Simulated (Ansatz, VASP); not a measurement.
# Rh: VASP beside Ansatz

The input INCAR:

```
SYSTEM = Rh
ALGO = Fast
EDIFF = 1E-6
EDIFFG = -0.01
ENCUT = 600
GGA = PS
IBRION = 2
ISIF = 3
ISMEAR = 0
LASPH = .TRUE.
LCHARG = .FALSE.
LREAL = .FALSE.
LWAVE = .FALSE.
NELM = 60
NSW = 100
PREC = Accurate
SIGMA = 0.1
```

The input KPOINTS:

```
k-points
0
G
  21 21 21
  0 0 0
```

POSCAR

```
Rh
1.0
    1.7924808337      1.0348892918      1.4015025361
   -1.7924808337      1.0348892918      1.4015025361
    0.0000000000     -2.0697785837      1.4015025361
Rh
1
Direct
    0.5000000000      0.5000000000      0.5000000000
```

Input for Ansatz:

```yaml
crystal:
  lattice:
    - [1.7924808337, 1.0348892918, 1.4015025361]
    - [-1.7924808337, 1.0348892918, 1.4015025361]
    - [0.0, -2.0697785837, 1.4015025361]
  atoms:
    - { symbol: Rh, position: [0.5, 0.5, 0.5] }
basis:
  ecutwfc: 420
kpoints:
  mp_grid: { grid: [21, 21, 21] }
hamiltonian:
  xc: pbesol
scf:
  occupations: { method: gaussian, width: 0.1 }
output:
  forces: true
  stress: true
  eigenvalues: true
relax:
  adjacent_minimum: "off"
  f_tol: 0.01
  max_steps: 80
  cell: { stress_tol: 0.05 }
```

Alike in both runs: task relaxation of cell and atoms; functional PBEsol; k mesh 21 × 21 × 21; occupations gaussian, width 0.1 eV; no spin polarisation.

|  | VASP | Ansatz |
| --- | --- | --- |
| version | VASP 6.6.1 | Ansatz 0.2.0 |
| potentials or method | VASP PAW PBE potentials, release 64 (Rh_pv), cutoff 600 eV | scalar-relativistic, plane waves, PAW |
| valence electrons in the cell | 15 | 17 |

```csv
,VASP,Ansatz,Ansatz less VASP
"gap on the k mesh at the Fermi level, each at its own relaxed structure (eV)",none,none,-
relaxed volume (Å³/atom),15.60,15.60,+0.008
relaxed cell length with the largest relative difference (Å),2.498,2.499,+0.0004
```

VASP's potentials were made for PBE, not for PBEsol. A gap of «none» marks a metal or a gap that the smearing closes. VASP's potentials hold 15 valence electrons a cell and Ansatz's 17, so a difference there can come from the potentials and not from the codes.
